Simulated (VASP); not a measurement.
# AgRh (P-6m2) in VASP: a series of runs

AgRh is run at these levels: PBE, revPBE, RPBE; tasks: single point.

All numbers are computed with VASP 6.6.1; they aren't measurements. Logs are shortened: lines on timing, memory, paths and dates and some standing lists are left out, and cuts for length are marked.

## (1) The cell of the first run

Symmetry: P-6m2, No. 187, hexagonal system. The conventional cell has a = 2.769 Å, b = 2.769 Å, c = 4.762 Å, α = 90.00°, β = 90.00°, γ = 120.00°. Ag (site symmetry -6m2) has 6 Ag at 2.77 Å and 6 Rh at 2.87 Å within 3.6 Å. Within 3.6 Å of Rh (site symmetry -6m2) lie 6 Rh at 2.77 Å and 6 Ag at 2.87 Å.

## (2) Single point, PBE

INCAR reads:

```
SYSTEM = AgRh
PREC     = Accurate       ! precision mode
ENCUT    = 520            ! plane-wave cutoff, eV
EDIFF    = 1E-7           ! SCF threshold, eV
ISMEAR   = -1             ! smearing method
SIGMA    = 0.05           ! smearing width, eV
LREAL    = .FALSE.        ! projectors in reciprocal space
LASPH    = .TRUE.         ! aspherical terms in the spheres
NELM     = 60             ! most SCF steps
ALGO     = Normal         ! electronic algorithm
ISIF     = 2              ! what is computed and relaxed
LWAVE    = .FALSE.        ! write WAVECAR
LCHARG   = .FALSE.        ! write CHGCAR
GGA      = PE             ! functional
NBANDS   = 20             ! bands
```

KPOINTS reads:

```
Automatic mesh
0
G
  11 11 6
  0 0 0
```

POSCAR reads:

```
AgRh
1.0
    2.7688693923      0.0000000000      0.0000000000
   -1.3844346962      2.3979112335      0.0000000000
    0.0000000000      0.0000000000      4.7616400084
Ag Rh
1 1
Direct
    0.0000000000      0.0000000000      0.5000000000
    0.6666666667      0.3333333333      0.0000000000
```

Potentials or basis: VASP PAW PBE potentials, release 64 (Ag, Rh_pv).

Command:

```
$ cat potpaw_PBE.64/Ag/POTCAR potpaw_PBE.64/Rh_pv/POTCAR > POTCAR
$ mpirun -np 1 vasp_std > vasp.out
```

OUTCAR:

```text
SYSTEM = AgRh
   PREC = Accurate
   ENCUT = 520
   EDIFF = 1E-7
   ISMEAR = -1
   LREAL = .FALSE.
   LASPH = .TRUE.
   NELM = 60
   ISIF = 2
   GGA = PE

 ion  position               nearest neighbor table
   1  0.000  0.000  0.500-   2 2.87   2 2.87   2 2.87   2 2.87   2 2.87   2 2.87
   2  0.667  0.333  0.000-   1 2.87   1 2.87   1 2.87   1 2.87   1 2.87   1 2.87

  LATTYP: Found a hexagonal cell.
 ALAT       =     2.7688693923
 C/A-ratio  =     1.7197055309

  Lattice vectors:

 A1 = (   2.7688693923,   0.0000000000,   0.0000000000)
 A2 = (  -1.3844346962,   2.3979112335,   0.0000000000)
 A3 = (   0.0000000000,   0.0000000000,   4.7616400084)

Analysis of symmetry for initial positions (statically):
=====================================================================
 Subroutine PRICEL returns:
 Original cell was already a primitive cell.

 Routine SETGRP: Setting up the symmetry group for a
 hexagonal supercell.

 Subroutine GETGRP returns: Found 12 space group operations
 (whereof 12 operations were pure point group operations)
 out of a pool of 24 trial point group operations.

The static configuration has the point symmetry D_3h.

Analysis of symmetry for dynamics (positions and initial velocities):
=====================================================================
 Subroutine PRICEL returns:
 Original cell was already a primitive cell.

 Routine SETGRP: Setting up the symmetry group for a
 hexagonal supercell.

 Subroutine GETGRP returns: Found 12 space group operations
 (whereof 12 operations were pure point group operations)
 out of a pool of 24 trial point group operations.

The dynamic configuration has the point symmetry D_3h.

 Subroutine INISYM returns: Found 12 space group operations
 (whereof 12 operations are pure point group operations),
 and found     1 'primitive' translations

----------------------------------------------------------------------------------------

                                     Primitive cell

  volume of cell :      31.6149

  direct lattice vectors                    reciprocal lattice vectors
     2.768869392  0.000000000  0.000000000     0.361158241  0.208514808  0.000000000
    -1.384434696  2.397911233  0.000000000     0.000000000  0.417029616  0.000000000
     0.000000000  0.000000000  4.761640008     0.000000000  0.000000000  0.210011676

  length of vectors
     2.768869392  2.768869392  4.761640008     0.417029616  0.417029616  0.210011676

  position of ions in fractional coordinates (direct lattice)
     0.000000000  0.000000000  0.500000000
     0.666666667  0.333333333  0.000000000

  ion indices of the primitive-cell ions
   primitive index   ion index
                 1           1
                 2           2

----------------------------------------------------------------------------------------

 KPOINTS: Automatic mesh

Automatic generation of k-mesh.
 Grid dimensions read from file:
 generate k-points for:   11   11    6

 Generating k-lattice:

  Cartesian coordinates                     Fractional coordinates (reciprocal lattice)
     0.032832567  0.018955892  0.000000000     0.090909091  0.000000000  0.000000000
     0.000000000  0.037911783  0.000000000     0.000000000  0.090909091  0.000000000
     0.000000000  0.000000000  0.035001946     0.000000000  0.000000000  0.166666667

  Length of vectors
     0.037911783  0.037911783  0.035001946

  Shift w.r.t. Gamma in fractional coordinates (k-lattice)
     0.000000000  0.000000000  0.000000000

 Subroutine IBZKPT returns following result:
 ===========================================

 Found     64 irreducible k-points:

 Following reciprocal coordinates:
            Coordinates               Weight
  0.000000  0.000000  0.000000      1.000000
  0.090909  0.000000  0.000000      6.000000
  0.181818  0.000000  0.000000      6.000000
  0.272727  0.000000  0.000000      6.000000
  0.363636  0.000000  0.000000      6.000000
  0.454545  0.000000  0.000000      6.000000
[... 16 lines left out ...]
  0.090909  0.090909  0.166667     12.000000
  0.181818  0.090909  0.166667     24.000000
 [... further k-points ...]
   k-points           NKPTS =     64   k-points in BZ     NKDIM =     64   number of bands    NBANDS=     20
   number of dos      NEDOS =    301   number of ions     NIONS =      2
   total plane-waves  NPLWV =  20736
   dimension x,y,z NGX =    24 NGY =   24 NGZ =   36
   dimension x,y,z NGXF=    48 NGYF=   48 NGZF=   72
   ions per type =               1   1
   NGX,Y,Z   is equivalent  to a cutoff of  14.41, 14.41, 12.57 a.u.
   NGXF,Y,Z  is equivalent  to a cutoff of  28.82, 28.82, 25.14 a.u.
 SYSTEM =  AgRh
   PREC   = accura    normal or accurate (medium, high low for compatibility)
   ISTART =      0    job   : 0-new  1-cont  2-samecut
   ICHARG =      2    charge: 1-file 2-atom 10-const
   ISPIN  =      1    spin polarized calculation?
   LNONCOLLINEAR =      F non collinear calculations
   LSORBIT =      F    spin-orbit coupling
   LASPH  =      T    aspherical Exc in radial PAW
   ENCUT  =  520.0 eV  38.22 Ry    6.18 a.u.   5.15  5.15  8.85*2*pi/ulx,y,z
   NELM   =     60;   NELMIN=  2; NELMDL= -5     # of ELM steps
   EDIFF  = 0.1E-06   stopping-criterion for ELM
   LREAL  =      F    real-space projection
   EDIFFG = 0.1E-05   stopping-criterion for IOM
   NSW    =      0    number of steps for IOM
   IBRION =     -1    ionic relax: 0-MD 1-quasi-New 2-CG
   NFREE  =      0    steps in history (QN), initial steepest desc. (CG)
   ISIF   =      2    stress and relaxation
   ISYM   =      2    0-nonsym 1-usesym 2-fastsym
   POTIM  = 0.5000    time-step for ionic-motion
   TEBEG  =    0.0;   TEEND  =   0.0 temperature during run
   PSTRESS=    0.0 pullay stress
   NELECT =      26.0000    total number of electrons
   NUPDOWN=      -1.0000    fix difference up-down
   EMIN   =  10.00;   EMAX   =-10.00  energy-range for DOS
   EFERMI =   0.00;   METHOD = LEGACY
   ISMEAR =    -1;   SIGMA  =   0.05  broadening in eV -4-tet -1-fermi 0-gaus
   EFERMI_NEDOS =   21; number of points for ismear=-14 and -15
   IALGO  =     38    algorithm
   IMIX   =      4    mixing-type and parameters
     AMIX     =   0.40;   BMIX     =  1.00
     AMIX_MAG =   1.60;   BMIX_MAG =  1.00
  volume/ion in A,a.u.               =      15.81       106.67
  Fermi-wavevector in a.u.,A,eV,Ry     =   1.533799  2.898461 32.008259  2.352541
  Thomas-Fermi vector in A             =   2.640816
   LORBIT       =      0    0 simple, 1 ext, 2 COOP (PROOUT), +10 PAW based schemes
   GGA     = PE    functional components
   LHFCALC =     F    Hartree Fock is set to
   AEXX    =    0.0000 exact exchange contribution
   IVDW    =     0    specifies the selected vdW correction
   LEPSILON=     F    determine dielectric tensor
   LRPA    =     F    only Hartree local field effects (RPA)
 non-spin polarized calculation
  energy-cutoff  :      520.00
  volume of cell :       31.61
 maximum number of plane-waves:       864
 NGX is ok and might be reduce to    24
   NGX = 11   NGY = 11   NGZ = 17

 number of electron      25.9999999 magnetization

 Free energy of the ion-electron system (eV)
  ---------------------------------------------------
  ext. energy  EPLUGINS =         0.00000000
  ---------------------------------------------------
  free energy    TOTEN  =        -9.45652863 eV

  energy without entropy =       -9.43112726  energy(sigma->0) =       -9.44382795

 E-fermi :   9.0477     XC(G=0): -12.8909

 val. band max:        9.0189915543   @ k =   0.1818   0.0909   0.0000
 cond. band min:       9.0611479874   @ k =   0.2727   0.0000   0.0000
 fundamental gap:      0.0421564331
 Fermi energy:         9.0476815127

 k-point     1 :       0.0000    0.0000    0.0000
  band No.  band energies     occupation
      1     -36.6131      2.00000
      2     -36.6070      2.00000
      3     -36.6070      2.00000
      4       1.8036      2.00000
      5       3.2578      2.00000
      6       4.7546      2.00000
[... 12 lines left out ...]
     19      27.9308      0.00000
     20      30.4535      0.00000

 k-point     2 :       0.0909    0.0000    0.0000
  band No.  band energies     occupation
      1     -36.6404      2.00000
      2     -36.6150      2.00000
      3     -36.6087      2.00000
      4       2.0655      2.00000
      5       3.4114      2.00000
      6       4.6516      2.00000
[... 12 lines left out ...]
     19      27.4761      0.00000
     20      28.8837      0.00000

 k-point     3 :       0.1818    0.0000    0.0000
  band No.  band energies     occupation
      1     -36.7292      2.00000
      2     -36.6365      2.00000
      3     -36.5968      2.00000
      4       2.7645      2.00000
      5       3.7361      2.00000
      6       4.5253      2.00000
[... 12 lines left out ...]
     19      27.3083      0.00000
     20      27.4576      0.00000

 k-point     4 :       0.2727    0.0000    0.0000
  band No.  band energies     occupation
      1     -36.8443      2.00000
      2     -36.6645      2.00000
      3     -36.5812      2.00000
      4       3.3284      2.00000
      5       3.9844      2.00000
      6       4.4796      2.00000
[... 12 lines left out ...]
     19      25.4365      0.00000
     20      27.0480      0.00000

 k-point     5 :       0.3636    0.0000    0.0000
  band No.  band energies     occupation
      1     -36.9488      2.00000
      2     -36.6902      2.00000
      3     -36.5669      2.00000
      4       3.1988      2.00000
      5       3.9976      2.00000
      6       4.2693      2.00000
[... 12 lines left out ...]
     19      23.4476      0.00000
     20      24.1711      0.00000

 k-point     6 :       0.4545    0.0000    0.0000
  band No.  band energies     occupation
      1     -37.0103      2.00000
      2     -36.7054      2.00000
      3     -36.5583      2.00000
      4       3.0454      2.00000
      5       3.7419      2.00000
      6       4.3180      2.00000
[... 12 lines left out ...]
     19      21.8636      0.00000
     20      22.0431      0.00000

 k-point     7 :       0.0909    0.0909    0.0000
  band No.  band energies     occupation
      1     -36.6994      2.00000
      2     -36.6318      2.00000
      3     -36.6006      2.00000
      4       2.5575      2.00000
      5       3.6714      2.00000
      6       4.4723      2.00000
[... 12 lines left out ...]
     19      27.4213      0.00000
     20      28.4449      0.00000
[... 277 lines left out ...]
 k-point    20 :       0.2727    0.0000    0.1667
  band No.  band energies     occupation
      1     -36.8442      2.00000
      2     -36.6645      2.00000
      3     -36.5814      2.00000
      4       3.3618      2.00000
      5       3.9769      2.00000
      6       4.5401      2.00000
[... 12 lines left out ...]
     19      24.9611      0.00000
     20      26.6466      0.00000

 k-point    21 :       0.3636    0.0000    0.1667
  band No.  band energies     occupation
      1     -36.9487      2.00000
      2     -36.6902      2.00000
      3     -36.5669      2.00000
      4       3.2068      2.00000
      5       3.8084      2.00000
      6       4.5134      2.00000
[... 12 lines left out ...]
     19      23.3735      0.00000
     20      25.0445      0.00000

 k-point    22 :       0.4545    0.0000    0.1667
  band No.  band energies     occupation
      1     -37.0102      2.00000
      2     -36.7054      2.00000
      3     -36.5583      2.00000
      4       3.0519      2.00000
      5       3.6018      2.00000
      6       4.5293      2.00000
[... 12 lines left out ...]
     19      22.4496      0.00000
     20      22.9312      0.00000

 k-point    23 :       0.0909    0.0909    0.1667
  band No.  band energies     occupation
      1     -36.6994      2.00000
      2     -36.6318      2.00000
      3     -36.6009      2.00000
      4       2.7325      2.00000
      5       3.7280      2.00000
      6       4.4729      2.00000
[... 12 lines left out ...]
     19      26.8437      0.00000
     20      27.5417      0.00000

 k-point    24 :       0.1818    0.0909    0.1667
  band No.  band energies     occupation
      1     -36.7963      2.00000
      2     -36.6616      2.00000
      3     -36.5870      2.00000
      4       3.4338      2.00000
      5       4.0024      2.00000
      6       4.4149      2.00000
[... 12 lines left out ...]
     19      25.8760      0.00000
     20      27.0854      0.00000

 [... further k-points ...]
[... 5 lines left out ...]
  --------------------------------------------------------------------------------------
  -------------------------------------------------------------------------------------
  Total       -0.0196068     -0.0196068     -0.0169743      0.0000000     -0.0000000      0.0000000
  in kB       -0.9936330     -0.9936330     -0.8602211      0.0000000     -0.0000000      0.0000000
  external PRESSURE =      -0.9491624 kB  Pullay stress =       0.0000000 kB

 VOLUME and BASIS-vectors are now :
 -----------------------------------------------------------------------------
  energy-cutoff  :      520.00
  volume of cell :       31.61
      direct lattice vectors                 reciprocal lattice vectors
     2.768869392  0.000000000  0.000000000     0.361158241  0.208514808  0.000000000
    -1.384434696  2.397911233  0.000000000     0.000000000  0.417029616  0.000000000
     0.000000000  0.000000000  4.761640008     0.000000000  0.000000000  0.210011676

 POSITION                                       TOTAL-FORCE (eV/Angst)
 -----------------------------------------------------------------------------------
      0.00000      0.00000      2.38082        -0.000000      0.000000      0.000000
      1.38443      0.79930      0.00000         0.000000      0.000000      0.000000
 -----------------------------------------------------------------------------------
    total drift:                               -0.000000      0.000000      0.000000

  FREE ENERGIE OF THE ION-ELECTRON SYSTEM (eV)
  ---------------------------------------------------
  free  energy   TOTEN  =        -9.4565286334 eV

  energy  without entropy=       -9.4311272616  energy(sigma->0) =       -9.44382795
```

It took 1.7 min on 1 thread of AMD EPYC, shared host; peak memory 0.15 GiB.

Results:

* Free energy: -9.4565 eV
* Pressure: -0.1 GPa
* Band gap on the k mesh: zero (bands 13 and 14 overlap by 1.34 eV)

Levels at points of the mesh, in eV from the Fermi level:
| k point | band 9 | band 10 | band 11 | band 12 | band 13 | band 14 | band 15 | band 16 | band 17 | band 18 |
| --- | --- | --- | --- | --- | --- | --- | --- | --- | --- | --- |
| (0.00, 0.00, 0.00) | -3.12 | -3.12 | -1.80 | -1.80 | 0.13 | 0.13 | 0.22 | 5.56 | 16.67 | 17.43 |
| (0.00, 0.00, 0.50) | -3.20 | -3.20 | -2.48 | -1.60 | -1.60 | 0.09 | 0.09 | 11.84 | 12.83 | 16.88 |

## (3) Single point, revPBE

This run uses another cell than the first one, of 16.14 Å³/atom.

INCAR reads:

```
PREC = Accurate
ENCUT = 520
EDIFF = 1E-7
ISMEAR = -1
SIGMA = 0.05
LREAL = F
LASPH = T
NELM = 80
ALGO = Normal
ISIF = 2
LWAVE = F
LCHARG = T
GGA = RE
LELF = T
LVHAR = T
NBANDS = 20
```

KPOINTS reads:

```
Automatic mesh
0
Gamma
  11 11 6
```

POSCAR reads:

```
AgRh
1.0
    2.7868620946      0.0000000000      0.0000000000
   -1.3934310473      2.4134933707      0.0000000000
    0.0000000000      0.0000000000      4.7980746610
Ag Rh
1 1
Direct
    0.0000000000      0.0000000000      0.5000000000
    0.6666666667      0.3333333333      0.0000000000
```

Potentials or basis: VASP PAW PBE potentials, release 64 (Ag, Rh_pv).

Command:

```
$ cat potpaw_PBE.64/Ag/POTCAR potpaw_PBE.64/Rh_pv/POTCAR > POTCAR
$ mpirun -np 1 vasp_std > vasp.out
```

It took 2.2 min on 1 thread of AMD EPYC, shared host; peak memory 0.15 GiB.

Results (log left out):

```yaml
Free_energy: -8.5263 eV
Pressure: -0.1 GPa
Band_gap_on_the_k_mesh: zero (bands 13 and 14 overlap by 1.29 eV)
```

Levels at points of the mesh, in eV from the Fermi level:
```
           k point  band 9  band 10  band 11  band 12  band 13  band 14  band 15  band 16  band 17  band 18
(0.00, 0.00, 0.00)   -3.08    -3.08    -1.74    -1.74     0.13     0.13     0.28     5.42    16.63    17.35
(0.00, 0.00, 0.50)   -3.16    -3.16    -2.39    -1.55    -1.55     0.09     0.09    11.67    12.64    16.83
```

Caveat: the PAW data sets were made with another functional, which shifts forces and pressure a little.

## (4) Single point, RPBE

This run uses another cell than the first one, of 16.27 Å³/atom.

INCAR reads:

```
PREC = Accurate
ENCUT = 520
EDIFF = 1E-6
ISMEAR = -1
SIGMA = 0.05
LREAL = F
LASPH = T
NELM = 80
ALGO = Fast
ISIF = 2
LWAVE = F
LCHARG = T
GGA = RP
LELF = T
LVHAR = T
NBANDS = 20
```

KPOINTS reads:

```
regular mesh
0
Gamma
  11 11 6
```

POSCAR reads:

```
AgRh
1.0
    2.7938100089      0.0000000000      0.0000000000
   -1.3969050044      2.4195104410      0.0000000000
    0.0000000000      0.0000000000      4.8141056866
Ag Rh
1 1
Direct
    0.0000000000      0.0000000000      0.5000000000
    0.6666666667      0.3333333333      0.0000000000
```

Command:

```
$ cat potpaw_PBE.64/Ag/POTCAR potpaw_PBE.64/Rh_pv/POTCAR > POTCAR
$ mpirun -np 1 vasp_std > vasp.out
```

Run time: 2.5 min. Hardware: 1 thread of AMD EPYC, shared host; peak memory 0.15 GiB.

It converged, with:

```yaml
Free_energy: -8.2952 eV
Pressure: 0.0 GPa
Band_gap_on_the_k_mesh: zero (bands 13 and 14 overlap by 1.27 eV)
```

Levels at points of the mesh, in eV from the Fermi level:
```csv
k point,band 9,band 10,band 11,band 12,band 13,band 14,band 15,band 16,band 17,band 18
"(0.00, 0.00, 0.00)",-3.07,-3.07,-1.72,-1.72,0.13,0.13,0.30,5.36,16.61,17.31
"(0.00, 0.00, 0.50)",-3.14,-3.14,-2.36,-1.54,-1.54,0.09,0.09,11.60,12.55,16.82
```

Caveat: the PAW data sets were made with another functional, which shifts forces and pressure a little.

## (5) Overview

```csv
level,cell,gap on the mesh (eV),pressure (GPa)
PBE,"a = 2.769, b = 2.769, c = 4.762 Å, angles 90.0, 90.0, 120.0°, 2 atoms",none,-0.1
revPBE,"a = 2.787, b = 2.787, c = 4.798 Å, angles 90.0, 90.0, 120.0°, 2 atoms",none,-0.1
RPBE,"a = 2.794, b = 2.794, c = 4.814 Å, angles 90.0, 90.0, 120.0°, 2 atoms",none,0.0
```

Alike in all rows: task single point; potentials or basis VASP PAW PBE potentials, release 64 (Ag, Rh_pv); no spin polarisation; k mesh 11 × 11 × 6; cutoff (eV) 520; smearing fermi-dirac 0.05 eV.

Caveats: the PAW data sets were made with another functional, which shifts forces and pressure a little (at least some runs).

Total energies depend on the potentials used, so only differences within one code and one set of settings carry meaning.
